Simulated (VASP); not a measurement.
# CuO (Cccm) in VASP: single point with PBE+U

Aim: the single point of CuO with PBE+U.

Everything below comes from runs of VASP 6.6.1. Logs are shortened: lines on timing, memory, paths and dates and some standing lists are left out, and cuts for length are marked.

**1. The cell of the first run**

The structure is orthorhombic, space group Cccm (No. 66). The conventional cell has a = 4.152 Å, b = 4.187 Å, c = 5.218 Å, α = 90.00°, β = 90.00°, γ = 90.00°. Cu (site symmetry 2/m) has 4 O at 1.97 Å within 2.6 Å. O (site symmetry 222) has 4 Cu at 1.97 Å and 2 O at 2.61 Å within 2.7 Å.

**2. Single point, PBE+U, collinear spin**

The input, INCAR:

```
  ALGO = Normal
  EDIFF = 1E-6
  ENCUT = 520
  GGA = PE
  ISIF = 2
  ISMEAR = 0
  ISPIN = 2
  LASPH = T
  LCHARG = F
  LDAU = T
  LDAUJ = 0 0
  LDAUL = 2 -1
  LDAUPRINT = 1
  LDAUTYPE = 2
  LDAUU = 4 0
  LMAXMIX = 4
  LORBIT = 11
  LREAL = F
  LWAVE = F
  MAGMOM = 1 1 0 0
  NBANDS = 29
  NELM = 150
  PREC = Accurate
  SIGMA = 0.1
```

The input, KPOINTS:

```
k-points
0
Gamma
  14 14 8
```

The input, POSCAR:

```
CuO
1.0
    2.0759446425     -2.0935559687      0.0000000000
    2.0759446425      2.0935559687      0.0000000000
    0.0000000000      0.0000000000      5.2176942825
Cu O
2 2
Direct
    0.0000000000      0.5000000000      0.0000000000
    0.5000000000      0.0000000000      0.5000000000
    0.5000000000      0.5000000000      0.2500000000
    0.5000000000      0.5000000000      0.7500000000
```

Potentials or basis: VASP PAW PBE potentials, release 64 (Cu, O).

The run is started by

```console
$ cat potpaw_PBE.64/Cu/POTCAR potpaw_PBE.64/O/POTCAR > POTCAR
$ mpirun -np 1 vasp_std > vasp.out
```

OUTCAR:

```text
EDIFF = 1E-6
   ENCUT = 520
   GGA = PE
   ISIF = 2
   ISMEAR = 0
   ISPIN = 2
   LASPH = T
   LORBIT = 11
   LREAL = F
   NELM = 150
   PREC = Accurate

 ion  position               nearest neighbor table
   1  0.000  0.500  0.000-   3 1.97   4 1.97   3 1.97   4 1.97
   2  0.500  0.000  0.500-   3 1.97   4 1.97   3 1.97   4 1.97
   3  0.500  0.500  0.250-   1 1.97   2 1.97   2 1.97   1 1.97
   4  0.500  0.500  0.750-   1 1.97   2 1.97   2 1.97   1 1.97

  LATTYP: Found a base centered orthorhombic cell.
 ALAT       =     4.1518892850
 B/A-ratio  =     1.0084835240
 C/A-ratio  =     1.2567036172

  Lattice vectors:

 A1 = (   2.0759446425,  -2.0935559687,   0.0000000000)
 A2 = (   2.0759446425,   2.0935559687,   0.0000000000)
 A3 = (   0.0000000000,   0.0000000000,   5.2176942825)

Analysis of symmetry for initial positions (statically):
=====================================================================
 Subroutine PRICEL returns:
 Original cell was already a primitive cell.

 Routine SETGRP: Setting up the symmetry group for a
 base centered orthorhombic supercell.

 Subroutine GETGRP returns: Found  8 space group operations
 (whereof  4 operations were pure point group operations)
 out of a pool of  8 trial point group operations.

The static configuration has the point symmetry C_2h.
 The point group associated with its full space group is D_2h.

Analysis of symmetry for dynamics (positions and initial velocities):
=====================================================================
 Subroutine PRICEL returns:
 Original cell was already a primitive cell.

 Routine SETGRP: Setting up the symmetry group for a
 base centered orthorhombic supercell.

 Subroutine GETGRP returns: Found  8 space group operations
 (whereof  4 operations were pure point group operations)
 out of a pool of  8 trial point group operations.

The dynamic configuration has the point symmetry C_2h.
 The point group associated with its full space group is D_2h.

Analysis of structural, dynamic, and magnetic symmetry:
=====================================================================
 Subroutine PRICEL returns:
 Original cell was already a primitive cell.

 Routine SETGRP: Setting up the symmetry group for a
 base centered orthorhombic supercell.

 Subroutine GETGRP returns: Found  8 space group operations
 (whereof  4 operations were pure point group operations)
 out of a pool of  8 trial point group operations.

The overall configuration has the point symmetry C_2h.
 The point group associated with its full space group is D_2h.

 Subroutine INISYM returns: Found  8 space group operations
 (whereof  4 operations are pure point group operations),
 and found     1 'primitive' translations

----------------------------------------------------------------------------------------

                                     Primitive cell

  volume of cell :      45.3533

  direct lattice vectors                    reciprocal lattice vectors
     2.075944643 -2.093555969  0.000000000     0.240854207 -0.238828103  0.000000000
     2.075944643  2.093555969  0.000000000     0.240854207  0.238828103  0.000000000
     0.000000000  0.000000000  5.217694283     0.000000000  0.000000000  0.191655537

[... 147 lines left out ...]
  0.0000  0.2753  0.0000  0.6931  0.0000
 -0.0001  0.0000  0.0001  0.0000  0.9643

 occupancies and eigenvectors

  o =  0.4149  v =  0.0000  0.0000  0.0000  0.0000  0.0000 -0.0000  0.7108  0.0000 -0.7034 -0.0000      0.0000  0.0000  0.0000  0.0000  0.0000  0.0000  0.0000  0.0000  0.0000  0.0000
  o =  0.9387  v =  0.0000  0.0000  0.0000  0.0000  0.0000  0.8849 -0.0000 -0.4657 -0.0000  0.0032      0.0000  0.0000  0.0000  0.0000  0.0000  0.0000  0.0000  0.0000  0.0000  0.0000
  o =  0.9474  v =  0.8944 -0.0000 -0.4472 -0.0000  0.0038  0.0000  0.0000  0.0000  0.0000  0.0000      0.0000  0.0000  0.0000  0.0000  0.0000  0.0000  0.0000  0.0000  0.0000  0.0000
  o =  0.9643  v =  0.0000  0.0000  0.0000  0.0000  0.0000  0.0041  0.0000  0.0010  0.0000 -1.0000      0.0000  0.0000  0.0000  0.0000  0.0000  0.0000  0.0000  0.0000  0.0000  0.0000
  o =  0.9655  v =  0.0000  0.0000  0.0000  0.0000  0.0000 -0.0000 -0.7034 -0.0000 -0.7108 -0.0000      0.0000  0.0000  0.0000  0.0000  0.0000  0.0000  0.0000  0.0000  0.0000  0.0000
  o =  0.9720  v =  0.0000  0.7041  0.0000  0.7101  0.0000  0.0000  0.0000  0.0000  0.0000  0.0000      0.0000  0.0000  0.0000  0.0000  0.0000  0.0000  0.0000  0.0000  0.0000  0.0000
  o =  0.9731  v =  0.0049  0.0000  0.0014  0.0000 -1.0000  0.0000  0.0000  0.0000  0.0000  0.0000      0.0000  0.0000  0.0000  0.0000  0.0000  0.0000  0.0000  0.0000  0.0000  0.0000
  o =  0.9747  v =  0.0000  0.0000  0.0000  0.0000  0.0000 -0.4657  0.0000 -0.8849  0.0000 -0.0028      0.0000  0.0000  0.0000  0.0000  0.0000  0.0000  0.0000  0.0000  0.0000  0.0000
  o =  0.9784  v = -0.4472  0.0000 -0.8944  0.0000 -0.0034  0.0000  0.0000  0.0000  0.0000  0.0000      0.0000  0.0000  0.0000  0.0000  0.0000  0.0000  0.0000  0.0000  0.0000  0.0000
  o =  1.0224  v = -0.0000  0.7101 -0.0000 -0.7041 -0.0000  0.0000  0.0000  0.0000  0.0000  0.0000      0.0000  0.0000  0.0000  0.0000  0.0000  0.0000  0.0000  0.0000  0.0000  0.0000

atom =   2  type =  1  l = 2

 onsite density matrix

spin component  1

  0.9536  0.0000 -0.0124  0.0000  0.0001
  0.0000  0.9974  0.0000  0.0252  0.0000
 -0.0124  0.0000  0.9722  0.0000  0.0001
  0.0000  0.0252  0.0000  0.9970  0.0000
  0.0001  0.0000  0.0001  0.0000  0.9731

spin component  2

  0.9465  0.0000 -0.0148  0.0000  0.0001
  0.0000  0.6873  0.0000 -0.2753  0.0000
 -0.0148  0.0000  0.9669  0.0000  0.0001
  0.0000 -0.2753  0.0000  0.6931  0.0000
  0.0001  0.0000  0.0001  0.0000  0.9643

 occupancies and eigenvectors

  o =  0.4149  v =  0.0000  0.0000  0.0000  0.0000  0.0000  0.0000 -0.7108 -0.0000 -0.7034 -0.0000      0.0000  0.0000  0.0000  0.0000  0.0000  0.0000  0.0000  0.0000  0.0000  0.0000
  o =  0.9387  v =  0.0000  0.0000  0.0000  0.0000  0.0000  0.8849 -0.0000  0.4657  0.0000 -0.0032      0.0000  0.0000  0.0000  0.0000  0.0000  0.0000  0.0000  0.0000  0.0000  0.0000
  o =  0.9474  v =  0.8944 -0.0000  0.4472  0.0000 -0.0038  0.0000  0.0000  0.0000  0.0000  0.0000      0.0000  0.0000  0.0000  0.0000  0.0000  0.0000  0.0000  0.0000  0.0000  0.0000
  o =  0.9643  v =  0.0000  0.0000  0.0000  0.0000  0.0000 -0.0041 -0.0000  0.0010  0.0000 -1.0000      0.0000  0.0000  0.0000  0.0000  0.0000  0.0000  0.0000  0.0000  0.0000  0.0000
  o =  0.9655  v =  0.0000  0.0000  0.0000  0.0000  0.0000  0.0000  0.7034 -0.0000 -0.7108 -0.0000      0.0000  0.0000  0.0000  0.0000  0.0000  0.0000  0.0000  0.0000  0.0000  0.0000
  o =  0.9720  v = -0.0000 -0.7041  0.0000  0.7101 -0.0000  0.0000  0.0000  0.0000  0.0000  0.0000      0.0000  0.0000  0.0000  0.0000  0.0000  0.0000  0.0000  0.0000  0.0000  0.0000
  o =  0.9731  v = -0.0049  0.0000  0.0014 -0.0000 -1.0000  0.0000  0.0000  0.0000  0.0000  0.0000      0.0000  0.0000  0.0000  0.0000  0.0000  0.0000  0.0000  0.0000  0.0000  0.0000
  o =  0.9747  v =  0.0000  0.0000  0.0000  0.0000  0.0000 -0.4657  0.0000  0.8849 -0.0000  0.0028      0.0000  0.0000  0.0000  0.0000  0.0000  0.0000  0.0000  0.0000  0.0000  0.0000
  o =  0.9784  v = -0.4472  0.0000  0.8944 -0.0000  0.0034  0.0000  0.0000  0.0000  0.0000  0.0000      0.0000  0.0000  0.0000  0.0000  0.0000  0.0000  0.0000  0.0000  0.0000  0.0000
  o =  1.0224  v =  0.0000 -0.7101 -0.0000 -0.7041  0.0000  0.0000  0.0000  0.0000  0.0000  0.0000      0.0000  0.0000  0.0000  0.0000  0.0000  0.0000  0.0000  0.0000  0.0000  0.0000

 number of electron      34.0000026 magnetization       1.9601542

 Free energy of the ion-electron system (eV)
  ---------------------------------------------------
  ext. energy  EPLUGINS =         0.00000000
  ---------------------------------------------------
  free energy    TOTEN  =       -17.24198690 eV

  energy without entropy =      -17.24023074  energy(sigma->0) =      -17.24110882

 E-fermi :   4.3262     XC(G=0): -11.1284

 val. band max:        4.3170069681   @ k =   0.5000   0.4286   0.1250
 cond. band min:       4.3350586447   @ k =   0.5000   0.3571   0.0000
 fundamental gap:      0.0180516766
 Fermi energy:         4.3261986928

 spin component 1

 k-point     1 :       0.0000    0.0000    0.0000
  band No.  band energies     occupation
      1     -14.9501      1.00000
      2     -13.7033      1.00000
      3      -3.6682      1.00000
      4      -2.4700      1.00000
      5      -2.4559      1.00000
      6      -0.6668      1.00000
[... 1529 lines left out ...]
     28      23.4217      0.00000
     29      24.8067      0.00000

 [... further k-points ...]

------------------------ aborting loop because EDIFF is reached ----------------------------------------

  FORCE on cell =-STRESS in cart. coord.  units (eV):
  Direction    XX          YY          ZZ          XY          YZ          ZX
  --------------------------------------------------------------------------------------
  -------------------------------------------------------------------------------------
  Total       -0.6958857     -0.7192199     -0.8279985      0.0000000      0.0000000      0.0000000
  in kB      -24.5832630    -25.4075811    -29.2503550      0.0000000      0.0000000      0.0000000
  external PRESSURE =     -26.4137331 kB  Pullay stress =       0.0000000 kB

 VOLUME and BASIS-vectors are now :
 -----------------------------------------------------------------------------
  energy-cutoff  :      520.00
  volume of cell :       45.35
      direct lattice vectors                 reciprocal lattice vectors
     2.075944643 -2.093555969  0.000000000     0.240854207 -0.238828103  0.000000000
     2.075944643  2.093555969  0.000000000     0.240854207  0.238828103  0.000000000
     0.000000000  0.000000000  5.217694283     0.000000000  0.000000000  0.191655537

 POSITION                                       TOTAL-FORCE (eV/Angst)
 -----------------------------------------------------------------------------------
      1.03797      1.04678      0.00000        -0.000000     -0.000000      0.000000
      1.03797     -1.04678      2.60885         0.000000     -0.000000      0.000000
      2.07594      0.00000      1.30442        -0.000000      0.000000      0.000000
      2.07594      0.00000      3.91327        -0.000000     -0.000000      0.000000
 -----------------------------------------------------------------------------------
    total drift:                                0.000000     -0.000000     -0.000000

  FREE ENERGIE OF THE ION-ELECTRON SYSTEM (eV)
  ---------------------------------------------------
  free  energy   TOTEN  =       -17.2419869037 eV

  energy  without entropy=      -17.2402307414  energy(sigma->0) =      -17.24110882

 total charge

# of ion       s       p       d       tot
------------------------------------------
    1        0.380   0.370   9.131   9.881
    2        0.380   0.370   9.131   9.881
    3        1.557   3.418   0.000   4.975
    4        1.557   3.418   0.000   4.975
--------------------------------------------------
tot          3.874   7.576  18.262  29.712

 magnetization (x)

# of ion       s       p       d       tot
------------------------------------------
    1       -0.006   0.002   0.636   0.631
    2       -0.006   0.002   0.636   0.631
    3        0.020   0.288   0.000   0.308
    4        0.020   0.288   0.000   0.308
--------------------------------------------------
tot          0.027   0.580   1.271   1.879
```

It took 19 min on 1 thread of Oxide Virtual Turin-like, shared host; peak memory 0.54 GiB.

What came out:

```yaml
Free_energy: -17.2420 eV
Pressure: -2.6 GPa
Band_gap_on_the_k_mesh: zero (filled and empty bands overlap)
Net_moment: 1.96 μB per cell
Site_moments: Cu +0.63; O +0.31 μB
Valence_electrons_inside_the_program's_atomic_spheres: Cu 9.88; O 4.97
```

Eigenvalues of the final occupation matrices:
```csv
site,spin,trace,eigenvalues
site 1 d,1,4.89,0.95 0.97 0.97 0.98 1.02
site 1 d,2,4.26,0.41 0.94 0.96 0.97 0.97
site 2 d,1,4.89,0.95 0.97 0.97 0.98 1.02
site 2 d,2,4.26,0.41 0.94 0.96 0.97 0.97
```
